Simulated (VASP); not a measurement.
BeTe: single point with r2SCAN

Crystal: BeTe.

```
Be Te
1.0
     0.00000    2.82862    2.82862
     2.82862    0.00000    2.82862
     2.82862    2.82862    0.00000
Be Te
1 1
Direct
  0.00000 0.00000 0.00000
  0.25000 0.25000 0.25000
```

- Program: VASP 6.6.1
- Task: single point
- Functional: r2SCAN
- Potentials or basis: VASP PAW PBE potentials, release 64 (Be, Te)
- Cutoff: 520 eV
- k mesh: 8 × 8 × 8
- Occupations: fermi-dirac, width 0.02 eV
- Spin: no spin polarisation
- Dipole correction: no
- Further INCAR settings: ALGO = Normal; EDIFF = 1e-07; NBANDS = 11

```yaml
Pressure: 0.2 GPa
Band_gap_on_the_k_mesh: 2.37 eV, indirect (least direct gap 4.03 eV)
```

Levels at points of the mesh, in eV from the valence-band top:
| k point | band 1 | band 2 | band 3 | band 4 | band 5 | band 6 | band 7 | band 8 | band 9 |
| --- | --- | --- | --- | --- | --- | --- | --- | --- | --- |
| (0.00, 0.00, 0.00) | -12.70 | 0.00 | 0.00 | 0.00 | 4.03 | 4.03 | 4.03 | 4.40 | 9.01 |
| (0.50, 0.00, 0.00) | -11.29 | -5.68 | -1.15 | -1.15 | 3.51 | 5.02 | 5.02 | 8.47 | 11.71 |
| (0.50, 0.50, 0.00) | -10.77 | -5.27 | -2.69 | -2.69 | 2.37 | 3.01 | 10.48 | 10.48 | 12.44 |

Wall time 30 s on 1 thread of Intel(R) Xeon(R) 6975P-C (Granite Rapids), on a shared host, peak memory 0.18 GiB.

Caveat: the PAW data sets were made with another functional, which shifts forces and pressure a little; spin-orbit coupling is left out, which moves the levels of the heavy elements. A k mesh can miss the band edges.
